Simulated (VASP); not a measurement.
TePb: single point with r2SCAN

TePb:

```
Te Pb
1.0
     0.00000    3.30768    3.14633
     3.30768    0.00000    3.14633
     3.30768    3.30768    0.00000
Te Pb
1 1
Direct
  0.50000 0.50000 0.50000
  0.00000 0.00000 0.00000
```

This cell differs from its parent crystal: strain +0.025 along x and y, -0.025 along z.

```
Program             : VASP 6.6.1
Task                : single point
Functional          : r2SCAN
Potentials or basis : VASP PAW PBE potentials, release 64 (Te, Pb_d)
Cutoff              : 520 eV
k mesh              : 8 × 8 × 8
Occupations         : gaussian, width 0.05 eV
Spin                : no spin polarisation
```

The pressure is 0.9 GPa. The band gap on the k mesh is 0.92 eV, direct.

Stress tensor (GPa, compression positive):
```
-1.19  0.00  0.00
 0.00 -1.19  0.00
 0.00  0.00  5.14
```

Levels at points of the mesh, in eV from the valence-band top:
| k point | band 6 | band 7 | band 8 | band 9 | band 10 | band 11 | band 12 | band 13 | band 14 | band 15 |
| --- | --- | --- | --- | --- | --- | --- | --- | --- | --- | --- |
| (0.00, 0.00, 0.00) | -12.43 | -5.75 | -1.85 | -1.32 | -1.32 | 3.86 | 3.86 | 5.08 | 6.07 | 6.07 |
| (0.50, 0.00, 0.00) | -10.97 | -8.88 | -1.10 | -1.00 | 0.00 | 0.92 | 1.29 | 1.57 | 8.83 | 9.32 |
| (0.50, 0.50, 0.00) | -10.49 | -7.78 | -4.69 | -3.00 | -3.00 | 3.48 | 5.54 | 5.54 | 7.50 | 10.36 |
| (0.50, 0.00, 0.50) | -10.85 | -7.40 | -4.57 | -3.17 | -2.61 | 3.66 | 5.11 | 6.43 | 6.72 | 10.14 |

Run time: 100 s on 1 thread of Intel(R) Xeon(R) 6975P-C (Granite Rapids), with other jobs on the host, peak memory 0.25 GiB.

Caveat: the cell differs from its parent crystal (strain +0.025 along x and y, -0.025 along z); the PAW data sets were made with another functional, which shifts forces and pressure a little; spin-orbit coupling is left out, which moves the levels of the heavy elements. A k mesh can miss the band edges.
